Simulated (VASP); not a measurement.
# CdSi2 (P-3m1) in VASP: further runs, part 2 of 2

VASP 6.6.1.

### Step 3. Relaxation of cell and atoms, PBE

This run uses another cell than the first one, of 20.43 Å³/atom.

File INCAR:

```
PREC = Accurate
ENCUT = 600
EDIFF = 1E-7
ISMEAR = 0
SIGMA = 0.1
LREAL = F
LASPH = T
NELM = 100
ALGO = Normal
ISIF = 3
LWAVE = F
LCHARG = F
GGA = PE
IBRION = 2
NSW = 100
EDIFFG = -0.005
```

File KPOINTS:

```
regular mesh
0
Gamma
  15 15 8
```

File POSCAR:

```
CdSi2
1.0
    3.7087971106      0.0000000000      0.0000000000
   -1.8543985553      3.2119125152      0.0000000000
    0.0000000000      0.0000000000      5.1447328723
Cd Si
1 2
Direct
    0.0000000000      0.0000000000      0.0000000000
    0.3333333333      0.6666666667      0.4052203369
    0.6666666667      0.3333333333      0.5947796631
```

Potentials or basis: VASP PAW PBE potentials, release 64 (Cd, Si).

On the command line:

```bash
$ cat potpaw_PBE.64/Cd/POTCAR potpaw_PBE.64/Si/POTCAR > POTCAR
$ mpirun -np 1 vasp_std > vasp.out
```

OUTCAR:

```text
PREC = Accurate
   ENCUT = 600
   EDIFF = 1E-7
   ISMEAR = 0
   LREAL = F
   LASPH = T
   NELM = 100
   ISIF = 3
   GGA = PE
   IBRION = 2
   NSW = 100
   EDIFFG = -0.005

 ion  position               nearest neighbor table
   1  0.000  0.000  0.000-   2 2.99   3 2.99   2 2.99   3 2.99   3 2.99   2 2.99
   2  0.333  0.667  0.405-   3 2.35   3 2.35   3 2.35   1 2.99   1 2.99   1 2.99
   3  0.667  0.333  0.595-   2 2.35   2 2.35   2 2.35   1 2.99   1 2.99   1 2.99

  LATTYP: Found a hexagonal cell.
 ALAT       =     3.7087971106
 C/A-ratio  =     1.3871702115

  Lattice vectors:

 A1 = (   3.7087971106,   0.0000000000,   0.0000000000)
 A2 = (  -1.8543985553,   3.2119125152,   0.0000000000)
 A3 = (   0.0000000000,   0.0000000000,   5.1447328723)

Analysis of symmetry for initial positions (statically):
[... 460 lines left out ...]
      6      -3.5653      2.00000
      7       0.1533      2.00000
      8       1.2194      2.00000
      9       4.6836      1.96583
     10       4.6836      1.96583
     11       7.5665      0.00000
     12       7.5665      0.00000
     13       7.6695      0.00000
     14      11.3311      0.00000
[... 377 lines left out ...]
      1      -4.0127      2.00000
      2      -3.8913      2.00000
      3      -3.7308      2.00000
      4      -3.6900      2.00000
      5      -3.6271      2.00000
      6      -3.2129      2.00000
      7      -2.1323      2.00000
      8       0.5130      2.00000
      9       4.0164      2.00000
     10       4.0436      2.00000
     11       5.5215      0.00000
     12       5.8043      0.00000
     13       7.8037      0.00000
     14       8.5233      0.00000

 [... further k-points ...]

------------------------ aborting loop because EDIFF is reached ----------------------------------------

  FORCE on cell =-STRESS in cart. coord.  units (eV):
  Direction    XX          YY          ZZ          XY          YZ          ZX
  --------------------------------------------------------------------------------------
  -------------------------------------------------------------------------------------
  Total        0.0048996      0.0048996      0.0007539      0.0000000      0.0000000      0.0000000
  in kB        0.1294625      0.1294625      0.0199199      0.0000000      0.0000000      0.0000000
  external PRESSURE =       0.0929483 kB  Pullay stress =       0.0000000 kB
[... 18 lines left out ...]
  FREE ENERGIE OF THE ION-ELECTRON SYSTEM (eV)
  ---------------------------------------------------
  free  energy   TOTEN  =       -10.7995433872 eV

  energy  without entropy=      -10.7962211568  energy(sigma->0) =      -10.79788227

 reached required accuracy - stopping structural energy minimisation
```

Run time: 6.1 min. Hardware: 1 thread of Intel Xeon 6975P-C (Granite Rapids), shared host; peak memory 0.36 GiB.

What came out:

```yaml
Free_energy: -10.7995 eV
Relaxed_volume: 20.21 Å³/atom
Relaxed_cell: a = 3.750 Å, b = 3.750 Å, c = 4.978 Å, α = 90.00°, β = 90.00°, γ = 120.00°
Space_group_after_relaxing_to_0.1_Å: P-3m1 (No. 164)
Energy_gained_by_relaxing: 7.3 meV/atom
Ionic_steps: 8
Pressure_after_relaxing: 0.0 GPa
Band_gap_on_the_k_mesh: zero (bands 10 and 11 overlap by 3.64 eV)
```

The path:
```tsv
step	energy change (eV)	largest force (eV/Å)	pressure (GPa)	volume (Å³)
1	0.0000	0.0143	0.14	61.29
2	-0.0168	0.0135	-0.40	61.43
3	-0.0195	0.0212	-0.64	61.50
4	-0.0196	0.0228	-0.69	61.51
5	-0.0212	0.0784	0.17	60.66
6	-0.0213	0.0701	0.04	60.78
7	-0.0217	0.0340	0.02	60.71
8	-0.0218	0.0001	0.01	60.64
```

Final structure:
```
Cd Si
1.0
     3.75041    0.00000    0.00000
    -1.87521    3.24795    0.00000
     0.00000    0.00000    4.97784
Cd Si
1 2
Direct
  0.00000 0.00000 0.00000
  0.33333 0.66667 0.40327
  0.66667 0.33333 0.59673
```

### Step 4. Single point, PBE

This run uses another cell than the first one, of 20.43 Å³/atom.

File INCAR:

```
  ALGO = Normal
  EDIFF = 1E-7
  ENCUT = 520
  GGA = PE
  ISIF = 2
  ISMEAR = 0
  LASPH = T
  LCHARG = T
  LELF = T
  LREAL = F
  LVHAR = T
  LWAVE = F
  NBANDS = 17
  NELM = 100
  PREC = Accurate
  SIGMA = 0.1
```

File KPOINTS:

```
k-points
0
Gamma
  6 6 4
```

POSCAR is that of step 3.

On the command line:

```bash
$ cat potpaw_PBE.64/Cd/POTCAR potpaw_PBE.64/Si/POTCAR > POTCAR
$ mpirun -np 1 vasp_std > vasp.out
```

Wall time 12 s (1 thread of Intel Xeon 6975P-C (Granite Rapids), shared host); peak memory 0.18 GiB.

Results (log left out):

```yaml
Free_energy: -10.8078 eV
Pressure: 0.4 GPa
Largest_force: 0.005 eV/Å
Band_gap_on_the_k_mesh: zero (bands 10 and 11 overlap by 3.21 eV)
```

Forces on the atoms (eV/Å):
```
Cd   0.000  0.000  0.000
Si   0.000  0.000  0.005
Si   0.000  0.000 -0.005
```

Stress tensor (GPa, compression positive):
```
0.48 0.00 0.00
0.00 0.48 0.00
0.00 0.00 0.12
```

Levels at points of the mesh, in eV from the Fermi level:
```tsv
k point	band 7	band 8	band 9	band 10	band 11	band 12	band 13	band 14
(0.00, 0.00, 0.00)	-4.89	-3.94	-0.03	-0.03	2.96	2.96	3.16	6.46
(0.50, 0.00, 0.00)	-6.95	-2.02	-1.39	-1.31	-0.84	0.33	2.47	5.77
(0.00, 0.00, 0.50)	-7.40	-0.07	-0.07	1.05	2.75	3.51	3.60	3.60
(0.50, 0.00, 0.50)	-7.13	-3.81	-3.25	-1.64	1.08	2.93	3.17	5.41
```

### Step 5. Relaxation of cell and atoms, PBE

This run uses another cell than the first one, of 16.60 Å³/atom.

File INCAR:

```
SYSTEM = CdSi2
PREC = Accurate
ENCUT = 600
EDIFF = 1E-6
ISMEAR = 0
SIGMA = 0.1
LREAL = .FALSE.
LASPH = .TRUE.
NELM = 100
ALGO = Normal
ISIF = 3
LWAVE = .FALSE.
LCHARG = .FALSE.
GGA = PE
IBRION = 2
NSW = 100
EDIFFG = -0.05
```

File KPOINTS:

```
regular mesh
0
G
  6 6 4
  0 0 0
```

File POSCAR:

```
CdSi2
1.0
    3.5209807970      0.0000000000      0.0000000000
   -1.7604903985      3.0492588164      0.0000000000
    0.0000000000      0.0000000000      4.6372219680
Cd Si
1 2
Direct
    0.0000000000      0.0000000000      0.0000000000
    0.3333333333      0.6666666667      0.4320000000
    0.6666666667      0.3333333333      0.5680000000
```

On the command line:

```bash
$ cat potpaw_PBE.64/Cd/POTCAR potpaw_PBE.64/Si/POTCAR > POTCAR
$ mpirun -np 1 vasp_std > vasp.out
```

Wall time 62 s (1 thread of Intel Xeon 6975P-C (Granite Rapids), shared host); peak memory 0.18 GiB.

The run converged. Its results:

```
Free energy                           : -10.8058 eV
Relaxed volume                        : 20.58 Å³/atom
Relaxed cell                          : a = 3.719 Å, b = 3.719 Å, c = 5.154 Å, α = 90.00°, β = 90.00°, γ = 120.00°
Space group after relaxing (to 0.1 Å) : P-3m1 (No. 164)
Energy gained by relaxing             : 389.7 meV/atom
Ionic steps                           : 12
Pressure after relaxing               : 0.0 GPa
Largest force after relaxing          : 0.016 eV/Å
Band gap on the k mesh                : zero (bands 10 and 11 overlap by 3.21 eV)
```

Forces on the atoms (eV/Å):
```
Cd   0.000  0.000  0.000
Si   0.000  0.000 -0.016
Si   0.000  0.000  0.016
```

Stress tensor (GPa, compression positive):
```
 0.01  0.00  0.00
 0.00  0.01  0.00
 0.00  0.00 -0.07
```

The path:
| step | energy change (eV) | largest force (eV/Å) | pressure (GPa) | volume (Å³) |
| --- | --- | --- | --- | --- |
| 1 | 0.0000 | 2.5611 | 28.36 | 49.79 |
| 2 | -0.6600 | 0.5079 | -8.52 | 74.05 |
| 3 | -1.0844 | 0.4151 | -0.64 | 62.50 |
| 4 | -1.0847 | 0.4458 | -0.33 | 62.23 |
| 5 | -1.1409 | 0.2479 | -0.46 | 62.30 |
| 6 | -1.1597 | 0.0790 | -0.51 | 62.32 |
| 7 | -1.1599 | 0.2306 | -0.83 | 62.31 |
| 8 | -1.1667 | 0.0192 | -0.68 | 62.33 |
| 9 | -1.1669 | 0.0983 | -0.72 | 62.32 |
| 10 | -1.1675 | 0.0395 | -0.74 | 62.33 |
| 11 | -1.1684 | 0.0551 | 0.43 | 61.33 |
| 12 | -1.1690 | 0.0164 | -0.02 | 61.73 |

Final structure:
```
Cd Si
1.0
     3.71879    0.00000    0.00000
    -1.85940    3.22057    0.00000
     0.00000    0.00000    5.15409
Cd Si
1 2
Direct
  0.00000 0.00000 0.00000
  0.33333 0.66667 0.40612
  0.66667 0.33333 0.59388
```

Levels at points of the mesh, in eV from the Fermi level:
```tsv
k point	band 7	band 8	band 9	band 10	band 11	band 12	band 13	band 14
(0.00, 0.00, 0.00)	-4.82	-3.87	-0.03	-0.03	2.98	2.98	3.13	6.44
(0.50, 0.00, 0.00)	-6.91	-2.00	-1.32	-1.28	-0.82	0.39	2.49	5.80
(0.00, 0.00, 0.50)	-7.31	-0.07	-0.07	1.11	2.73	3.50	3.60	3.60
(0.50, 0.00, 0.50)	-7.08	-3.74	-3.19	-1.63	1.09	2.95	3.22	5.43
```

Caveat: the volume moved by over 15 % at a fixed basis, so the end points are rough.

### Step 6. Overview

```csv
task,cell,k mesh,cutoff (eV),gap on the mesh (eV),pressure (GPa),relaxed volume (Å³/atom),largest force (eV/Å)
single point,"a = 3.750, b = 3.750, c = 4.970 Å, angles 90.0, 90.0, 120.0°, 3 atoms, atomic positions A",15 × 15 × 8,520,none,0.1,-,0.02
relaxation of cell and atoms,"relaxed from a = 3.709, b = 3.709, c = 5.145 Å, angles 90.0, 90.0, 120.0°, 3 atoms, atomic positions B",15 × 15 × 8,600,none,0.0,20.21,-
single point,"a = 3.709, b = 3.709, c = 5.145 Å, angles 90.0, 90.0, 120.0°, 3 atoms, atomic positions B",6 × 6 × 4,520,none,0.4,-,0.01
relaxation of cell and atoms,"relaxed from a = 3.521, b = 3.521, c = 4.637 Å, angles 90.0, 90.0, 120.0°, 3 atoms, atomic positions C",6 × 6 × 4,600,none,0.0,20.58,0.02
```

Alike in all rows: level PBE; potentials or basis VASP PAW PBE potentials, release 64 (Cd, Si); no spin polarisation; smearing gaussian 0.1 eV.

Caveats: the volume moved by over 15 % at a fixed basis, so the end points are rough (at least some runs).

Absolute energies hang on the potentials; compare differences alone.
